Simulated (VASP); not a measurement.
# AlRu (P4/mmm) in VASP: notebook

AlRu is run at these levels: r2SCAN; tasks: single point.

Program: VASP 6.6.1. These are calculated values, not measurements. Logs are shortened: lines on timing, memory, paths and dates and some standing lists are left out, and cuts for length are marked.

### 1 The cell of the first run

Symmetry: P4/mmm, No. 123, tetragonal system. Conventional cell: a = 3.149 Å, b = 3.149 Å, c = 2.676 Å, α = 90.00°, β = 90.00°, γ = 90.00°. Al (site symmetry 4/mmm) has 8 Ru at 2.60 Å and 6 Al at 2.68 to 3.15 Å within 3.4 Å. Ru (site symmetry 4/mmm) has 8 Al at 2.60 Å and 6 Ru at 2.68 to 3.15 Å within 3.4 Å.

### 2 Single point, r2SCAN

The input, POSCAR:

```
AlRu
1.0
    3.1486587312      0.0000000000      0.0000000000
    0.0000000000      3.1486587312      0.0000000000
    0.0000000000      0.0000000000      2.6763599215
Al Ru
1 1
Direct
    0.0000000000      0.0000000000      0.0000000000
    0.5000000000      0.5000000000      0.5000000000
```

The input, INCAR.step1:

```
ALGO = Normal
EDIFF = 1E-4
ENCUT = 520
GGA = PE
ISMEAR = 0
LASPH = True
LCHARG = False
LREAL = False
LWAVE = True
NBANDS = 16
NELM = 100
PREC = Accurate
SIGMA = 0.15
```

The input, INCAR.step2:

```
ALGO = Normal
EDIFF = 1E-6
ENCUT = 520
ISIF = 2
ISMEAR = 0
ISTART = 1
LASPH = True
LCHARG = False
LMIXTAU = True
LREAL = False
LWAVE = False
METAGGA = R2SCAN
NBANDS = 16
NELM = 100
PREC = Accurate
SIGMA = 0.15
```

The input, KPOINTS:

```
k-points
0
Gamma
  22 22 22
```

Potentials or basis: VASP PAW PBE potentials, release 64 (Al, Ru_pv).

The run is started by

```console
$ cat potpaw_PBE.64/Al/POTCAR potpaw_PBE.64/Ru_pv/POTCAR > POTCAR
$ cp INCAR.step1 INCAR
$ mpirun -np 1 vasp_std > vasp.out
$ cp INCAR.step2 INCAR
$ mpirun -np 1 vasp_std > vasp.out
```

OUTCAR:

```text
EDIFF = 1E-6
   ENCUT = 520
   ISIF = 2
   ISMEAR = 0
   ISTART = 1
   LASPH = True
   LREAL = False
   METAGGA = R2SCAN
   NELM = 100
   PREC = Accurate

 ion  position               nearest neighbor table
   1  0.000  0.000  0.000-   2 2.60   2 2.60   2 2.60   2 2.60   2 2.60   2 2.60   2 2.60   2 2.60

   2  0.500  0.500  0.500-   1 2.60   1 2.60   1 2.60   1 2.60   1 2.60   1 2.60   1 2.60   1 2.60

  LATTYP: Found a simple tetragonal cell.
 ALAT       =     3.1486587312
 C/A-ratio  =     0.8500000000

  Lattice vectors:

 A1 = (   3.1486587312,   0.0000000000,   0.0000000000)
 A2 = (   0.0000000000,   3.1486587312,   0.0000000000)
 A3 = (   0.0000000000,   0.0000000000,   2.6763599215)

Analysis of symmetry for initial positions (statically):
=====================================================================
 Subroutine PRICEL returns:
 Original cell was already a primitive cell.

 Routine SETGRP: Setting up the symmetry group for a
 simple tetragonal supercell.

 Subroutine GETGRP returns: Found 16 space group operations
 (whereof 16 operations were pure point group operations)
 out of a pool of 16 trial point group operations.

The static configuration has the point symmetry D_4h.

Analysis of symmetry for dynamics (positions and initial velocities):
=====================================================================
 Subroutine PRICEL returns:
 Original cell was already a primitive cell.

 Routine SETGRP: Setting up the symmetry group for a
 simple tetragonal supercell.

 Subroutine GETGRP returns: Found 16 space group operations
 (whereof 16 operations were pure point group operations)
 out of a pool of 16 trial point group operations.

The dynamic configuration has the point symmetry D_4h.

 Subroutine INISYM returns: Found 16 space group operations
 (whereof 16 operations are pure point group operations),
 and found     1 'primitive' translations

----------------------------------------------------------------------------------------

                                     Primitive cell

  volume of cell :      26.5336

  direct lattice vectors                    reciprocal lattice vectors
     3.148658731  0.000000000  0.000000000     0.317595550  0.000000000  0.000000000
     0.000000000  3.148658731  0.000000000     0.000000000  0.317595550  0.000000000
     0.000000000  0.000000000  2.676359922     0.000000000  0.000000000  0.373641823

  length of vectors
     3.148658731  3.148658731  2.676359922     0.317595550  0.317595550  0.373641823

  position of ions in fractional coordinates (direct lattice)
     0.000000000  0.000000000  0.000000000
     0.500000000  0.500000000  0.500000000

  ion indices of the primitive-cell ions
   primitive index   ion index
                 1           1
                 2           2

----------------------------------------------------------------------------------------

 KPOINTS: k-points

Automatic generation of k-mesh.
 Grid dimensions read from file:
 generate k-points for:   22   22   22

 Generating k-lattice:

  Cartesian coordinates                     Fractional coordinates (reciprocal lattice)
     0.014436161  0.000000000  0.000000000     0.045454545  0.000000000  0.000000000
     0.000000000  0.014436161  0.000000000     0.000000000  0.045454545  0.000000000
     0.000000000  0.000000000  0.016983719     0.000000000  0.000000000  0.045454545

  Length of vectors
     0.014436161  0.014436161  0.016983719

  Shift w.r.t. Gamma in fractional coordinates (k-lattice)
     0.000000000  0.000000000  0.000000000

 Subroutine IBZKPT returns following result:
 ===========================================

 Found    936 irreducible k-points:

 Following reciprocal coordinates:
            Coordinates               Weight
  0.000000  0.000000  0.000000      1.000000
  0.045455  0.000000  0.000000      4.000000
  0.090909  0.000000  0.000000      4.000000
  0.136364  0.000000  0.000000      4.000000
  0.181818  0.000000  0.000000      4.000000
  0.227273  0.000000  0.000000      4.000000
[... 16 lines left out ...]
  0.500000  0.045455  0.000000      4.000000
  0.090909  0.090909  0.000000      4.000000
 [... further k-points ...]
   k-points           NKPTS =    936   k-points in BZ     NKDIM =    936   number of bands    NBANDS=     16
   number of dos      NEDOS =    301   number of ions     NIONS =      2
   total plane-waves  NPLWV =  11520
   dimension x,y,z NGX =    24 NGY =   24 NGZ =   20
   dimension x,y,z NGXF=    48 NGYF=   48 NGZF=   40
   ions per type =               1   1
   NGX,Y,Z   is equivalent  to a cutoff of  12.67, 12.67, 12.42 a.u.
   NGXF,Y,Z  is equivalent  to a cutoff of  25.34, 25.34, 24.85 a.u.
 SYSTEM =  unknown system
   PREC   = accura    normal or accurate (medium, high low for compatibility)
   ISTART =      1    job   : 0-new  1-cont  2-samecut
   ICHARG =      0    charge: 1-file 2-atom 10-const
   ISPIN  =      1    spin polarized calculation?
   LNONCOLLINEAR =      F non collinear calculations
   LSORBIT =      F    spin-orbit coupling
   LASPH  =      T    aspherical Exc in radial PAW
   ENCUT  =  520.0 eV  38.22 Ry    6.18 a.u.   5.85  5.85  4.98*2*pi/ulx,y,z
   NELM   =    100;   NELMIN=  2; NELMDL=  0     # of ELM steps
   EDIFF  = 0.1E-05   stopping-criterion for ELM
   LREAL  =      F    real-space projection
   EDIFFG = 0.1E-04   stopping-criterion for IOM
   NSW    =      0    number of steps for IOM
   IBRION =     -1    ionic relax: 0-MD 1-quasi-New 2-CG
   NFREE  =      0    steps in history (QN), initial steepest desc. (CG)
   ISIF   =      2    stress and relaxation
   ISYM   =      2    0-nonsym 1-usesym 2-fastsym
   POTIM  = 0.5000    time-step for ionic-motion
   TEBEG  =    0.0;   TEEND  =   0.0 temperature during run
   PSTRESS=    0.0 pullay stress
   NELECT =      17.0000    total number of electrons
   NUPDOWN=      -1.0000    fix difference up-down
   EMIN   =  10.00;   EMAX   =-10.00  energy-range for DOS
   EFERMI =   0.00;   METHOD = LEGACY
   ISMEAR =     0;   SIGMA  =   0.15  broadening in eV -4-tet -1-fermi 0-gaus
   EFERMI_NEDOS =   21; number of points for ismear=-14 and -15
   IALGO  =     38    algorithm
   IMIX   =      4    mixing-type and parameters
     AMIX     =   0.40;   BMIX     =  1.00
     AMIX_MAG =   1.60;   BMIX_MAG =  1.00
  volume/ion in A,a.u.               =      13.27        89.53
  Fermi-wavevector in a.u.,A,eV,Ry     =   1.411321  2.667011 27.100464  1.991828
  Thomas-Fermi vector in A             =   2.533185
   LORBIT       =      0    0 simple, 1 ext, 2 COOP (PROOUT), +10 PAW based schemes
   METAGGA = R2SCAN    functional components
   LHFCALC =     F    Hartree Fock is set to
   AEXX    =    0.0000 exact exchange contribution
   IVDW    =     0    specifies the selected vdW correction
   LEPSILON=     F    determine dielectric tensor
   LRPA    =     F    only Hartree local field effects (RPA)
 non-spin polarized calculation
 Gauss-broadening in eV      SIGMA  =   0.15
  energy-cutoff  :      520.00
  volume of cell :       26.53
 maximum number of plane-waves:       736
 NGX is ok and might be reduce to    24

 number of electron      16.9999994 magnetization

 Free energy of the ion-electron system (eV)
  ---------------------------------------------------
  ext. energy  EPLUGINS =         0.00000000
  ---------------------------------------------------
  free energy    TOTEN  =       -33.29351905 eV

  energy without entropy =      -33.27830641  energy(sigma->0) =      -33.28591273

 E-fermi :  10.9794     XC(G=0): -13.6588

 val. band max:       10.9787239879   @ k =   0.4545   0.4091   0.1818
 cond. band min:      10.9804886132   @ k =   0.4091   0.2727   0.3182
 fundamental gap:      0.0017646253
 Fermi energy:        10.9793793949

 k-point     1 :       0.0000    0.0000    0.0000
  band No.  band energies     occupation
      1     -32.4566      2.00000
      2     -32.4566      2.00000
      3     -32.1324      2.00000
      4       0.4435      2.00000
      5       6.8167      2.00000
      6       6.8923      2.00000
[... 8 lines left out ...]
     15      22.3475      0.00000
     16      28.1997      0.00000

 k-point     2 :       0.0455    0.0000    0.0000
  band No.  band energies     occupation
      1     -32.4595      2.00000
      2     -32.4564      2.00000
      3     -32.1322      2.00000
      4       0.4819      2.00000
      5       6.8231      2.00000
      6       6.9010      2.00000
[... 8 lines left out ...]
     15      22.4016      0.00000
     16      28.2077      0.00000

 k-point     3 :       0.0909    0.0000    0.0000
  band No.  band energies     occupation
      1     -32.4681      2.00000
      2     -32.4557      2.00000
      3     -32.1316      2.00000
      4       0.5965      2.00000
      5       6.8371      2.00000
      6       6.9274      2.00000
[... 8 lines left out ...]
     15      22.6537      0.00000
     16      28.2667      0.00000

 k-point     4 :       0.1364    0.0000    0.0000
  band No.  band energies     occupation
      1     -32.4815      2.00000
      2     -32.4545      2.00000
      3     -32.1308      2.00000
      4       0.7854      2.00000
      5       6.8439      2.00000
      6       6.9717      2.00000
[... 8 lines left out ...]
     15      23.1414      0.00000
     16      28.4425      0.00000

 k-point     5 :       0.1818    0.0000    0.0000
  band No.  band energies     occupation
      1     -32.4987      2.00000
      2     -32.4531      2.00000
      3     -32.1297      2.00000
      4       1.0454      2.00000
      5       6.8208      2.00000
      6       7.0323      2.00000
[... 8 lines left out ...]
     15      23.7129      0.00000
     16      27.8137      0.00000

 k-point     6 :       0.2273    0.0000    0.0000
  band No.  band energies     occupation
      1     -32.5182      2.00000
      2     -32.4514      2.00000
      3     -32.1284      2.00000
      4       1.3723      2.00000
      5       6.7400      2.00000
      6       7.1041      2.00000
[... 8 lines left out ...]
     15      24.2267      0.00000
     16      26.9977      0.00000

 k-point     7 :       0.2727    0.0000    0.0000
  band No.  band energies     occupation
      1     -32.5385      2.00000
      2     -32.4497      2.00000
      3     -32.1271      2.00000
      4       1.7608      2.00000
      5       6.5721      2.00000
      6       7.1812      2.00000
[... 8 lines left out ...]
     15      24.6155      0.00000
     16      26.1756      0.00000

 k-point     8 :       0.3182    0.0000    0.0000
  band No.  band energies     occupation
      1     -32.5579      2.00000
      2     -32.4481      2.00000
      3     -32.1258      2.00000
      4       2.2043      2.00000
      5       6.2970      2.00000
      6       7.2570      2.00000
[... 8 lines left out ...]
     15      24.8712      0.00000
     16      25.3615      0.00000

 k-point     9 :       0.3636    0.0000    0.0000
  band No.  band energies     occupation
      1     -32.5749      2.00000
      2     -32.4466      2.00000
      3     -32.1247      2.00000
      4       2.6953      2.00000
      5       5.9142      2.00000
      6       7.3251      2.00000
[... 8 lines left out ...]
     15      24.5704      0.00000
     16      25.0161      0.00000
[... 172 lines left out ...]
 k-point    19 :       0.3182    0.0455    0.0000
  band No.  band energies     occupation
      1     -32.5576      2.00000
      2     -32.4509      2.00000
      3     -32.1256      2.00000
      4       2.2348      2.00000
      5       6.3076      2.00000
      6       7.2672      2.00000
[... 8 lines left out ...]
     15      24.8453      0.00000
     16      25.3096      0.00000

 k-point    20 :       0.3636    0.0455    0.0000
  band No.  band energies     occupation
      1     -32.5746      2.00000
      2     -32.4494      2.00000
      3     -32.1245      2.00000
      4       2.7229      2.00000
      5       5.9238      2.00000
      6       7.3357      2.00000
[... 8 lines left out ...]
     15      24.4656      0.00000
     16      25.0877      0.00000

 k-point    21 :       0.4091    0.0455    0.0000
  band No.  band energies     occupation
      1     -32.5878      2.00000
      2     -32.4483      2.00000
      3     -32.1236      2.00000
      4       3.2484      2.00000
      5       5.4537      2.00000
      6       7.3903      2.00000
[... 8 lines left out ...]
     15      24.8771      0.00000
     16      25.1590      0.00000

 k-point    22 :       0.4545    0.0455    0.0000
  band No.  band energies     occupation
      1     -32.5961      2.00000
      2     -32.4475      2.00000
      3     -32.1231      2.00000
      4       3.7995      2.00000
      5       4.9264      2.00000
      6       7.4257      2.00000
[... 8 lines left out ...]
     15      25.1915      0.00000
     16      25.4849      0.00000

 k-point    23 :       0.5000    0.0455    0.0000
  band No.  band energies     occupation
      1     -32.5990      2.00000
      2     -32.4473      2.00000
      3     -32.1229      2.00000
      4       4.3155      2.00000
      5       4.4167      2.00000
      6       7.4379      2.00000
[... 8 lines left out ...]
     15      25.1995      0.00000
     16      25.8643      0.00000

 k-point    24 :       0.0909    0.0909    0.0000
  band No.  band energies     occupation
      1     -32.4676      2.00000
      2     -32.4665      2.00000
      3     -32.1309      2.00000
      4       0.7473      2.00000
      5       6.8639      2.00000
      6       6.9629      2.00000
[... 8 lines left out ...]
     15      22.7076      0.00000
     16      28.1236      0.00000

 [... further k-points ...]

------------------------ aborting loop because EDIFF is reached ----------------------------------------

  FORCE on cell =-STRESS in cart. coord.  units (eV):
  Direction    XX          YY          ZZ          XY          YZ          ZX
  --------------------------------------------------------------------------------------
  -------------------------------------------------------------------------------------
  Total       -1.5377964     -1.5377964      5.0505639      0.0000000     -0.0000000      0.0000000
  in kB      -92.8567995    -92.8567995    304.9683344      0.0000000     -0.0000000      0.0000000
  external PRESSURE =      39.7515784 kB  Pullay stress =       0.0000000 kB

 VOLUME and BASIS-vectors are now :
 -----------------------------------------------------------------------------
  energy-cutoff  :      520.00
  volume of cell :       26.53
      direct lattice vectors                 reciprocal lattice vectors
     3.148658731  0.000000000  0.000000000     0.317595550  0.000000000  0.000000000
     0.000000000  3.148658731  0.000000000     0.000000000  0.317595550  0.000000000
     0.000000000  0.000000000  2.676359922     0.000000000  0.000000000  0.373641823

 POSITION                                       TOTAL-FORCE (eV/Angst)
 -----------------------------------------------------------------------------------
      0.00000      0.00000      0.00000         0.000000      0.000000      0.000000
      1.57433      1.57433      1.33818         0.000000      0.000000      0.000000
 -----------------------------------------------------------------------------------
    total drift:                                0.000000     -0.000000     -0.000000

  FREE ENERGIE OF THE ION-ELECTRON SYSTEM (eV)
  ---------------------------------------------------
  free  energy   TOTEN  =       -33.2935190476 eV

  energy  without entropy=      -33.2783064143  energy(sigma->0) =      -33.28591273
```

Wall time 26 min (1 thread of Oxide Virtual Turin-like, shared host); peak memory 0.43 GiB.

Results:

* Free energy: -33.2935 eV
* Pressure: 4.0 GPa
* Band gap on the k mesh: zero (an odd number of electrons rules out a gap without spin polarisation)

Levels at points of the mesh, in eV from the Fermi level:
| k point | band 6 | band 7 | band 8 | band 9 | band 10 | band 11 | band 12 | band 13 |
| --- | --- | --- | --- | --- | --- | --- | --- | --- |
| (0.00, 0.00, 0.00) | -4.09 | -0.86 | 0.51 | 0.51 | 4.54 | 4.54 | 10.01 | 10.08 |
| (0.50, 0.00, 0.00) | -3.55 | -2.67 | -0.51 | 0.66 | 1.31 | 7.14 | 9.89 | 10.05 |
| (0.50, 0.50, 0.00) | -2.42 | -2.42 | -0.31 | -0.31 | 0.77 | 3.82 | 5.47 | 10.05 |
| (0.00, 0.00, 0.50) | -2.73 | -2.73 | -2.59 | -0.25 | 4.11 | 7.53 | 9.98 | 9.98 |
| (0.50, 0.00, 0.50) | -2.36 | -1.99 | -1.72 | -0.68 | 1.51 | 6.76 | 6.78 | 10.05 |
| (0.50, 0.50, 0.50) | -4.98 | 1.06 | 2.08 | 3.10 | 3.79 | 3.79 | 5.02 | 7.11 |

Caveat: the stress differs along the axes, from -9 to 30 GPa; the PAW data sets were made with another functional, which shifts forces and pressure a little.

### 3 Single point, r2SCAN

This run uses another cell than the first one, of the same volume but with other edges.

The input, POSCAR:

```
AlRu
1.0
    2.8067570265      0.0000000000      0.0000000000
    0.0000000000      2.8067570265      0.0000000000
    0.0000000000      0.0000000000      3.3681084318
Al Ru
1 1
Direct
    0.0000000000      0.0000000000      0.0000000000
    0.5000000000      0.5000000000      0.5000000000
```

The input, INCAR.step1:

```
SYSTEM = AlRu
ALGO = Normal ; EDIFF = 1E-4
ENCUT = 520 ; GGA = PE
ISMEAR = 0 ; LASPH = .True.
LCHARG = .False. ; LREAL = .False.
LWAVE = .True. ; NBANDS = 16
NELM = 100 ; PREC = Accurate
SIGMA = 0.15
```

The input, INCAR.step2:

```
SYSTEM = AlRu
ALGO = Normal ; EDIFF = 1E-7
ENCUT = 520 ; ISIF = 2
ISMEAR = 0 ; ISTART = 1
LASPH = .True. ; LCHARG = .False.
LMIXTAU = .True. ; LREAL = .False.
LWAVE = .False. ; METAGGA = R2SCAN
NBANDS = 16 ; NELM = 100
PREC = Accurate ; SIGMA = 0.15
```

The input, KPOINTS:

```
k-points
0
Gamma
  22 22 22
  0 0 0
```

Potentials or basis: VASP PAW PBE potentials, release 64 (Al, Ru_pv).

The run is started by

```console
$ cat potpaw_PBE.64/Al/POTCAR potpaw_PBE.64/Ru_pv/POTCAR > POTCAR
$ cp INCAR.step1 INCAR
$ mpirun -np 1 vasp_std > vasp.out
$ cp INCAR.step2 INCAR
$ mpirun -np 1 vasp_std > vasp.out
```

It took 32 min on 1 thread of Oxide Virtual Turin-like, shared host; peak memory 0.44 GiB.

The run converged. Its results:

```yaml
Free_energy: -33.3003 eV
Pressure: 3.5 GPa
Band_gap_on_the_k_mesh: zero (an odd number of electrons rules out a gap without spin polarisation)
```

Stress tensor (GPa, compression positive):
```
 13.53   0.00   0.00
  0.00  13.53   0.00
  0.00   0.00 -16.51
```

Levels at points of the mesh, in eV from the Fermi level:
| k point | band 6 | band 7 | band 8 | band 9 | band 10 | band 11 | band 12 | band 13 |
| --- | --- | --- | --- | --- | --- | --- | --- | --- |
| (0.00, 0.00, 0.00) | -3.94 | -0.18 | -0.18 | 0.88 | 2.80 | 8.41 | 8.41 | 10.15 |
| (0.50, 0.00, 0.00) | -3.32 | -2.95 | -1.16 | 0.22 | 3.41 | 7.12 | 8.48 | 10.16 |
| (0.50, 0.50, 0.00) | -2.46 | -2.46 | -0.96 | -0.96 | 2.44 | 7.00 | 7.29 | 8.85 |
| (0.00, 0.00, 0.50) | -3.52 | -1.08 | -1.08 | 0.22 | 0.97 | 7.92 | 10.16 | 12.71 |
| (0.50, 0.00, 0.50) | -2.63 | -1.32 | -1.01 | -0.57 | 0.66 | 5.49 | 5.82 | 10.16 |
| (0.50, 0.50, 0.50) | -4.99 | 0.93 | 2.46 | 3.18 | 3.42 | 4.66 | 4.66 | 7.64 |

Caveat: the stress differs along the axes, from -17 to 14 GPa; the PAW data sets were made with another functional, which shifts forces and pressure a little.
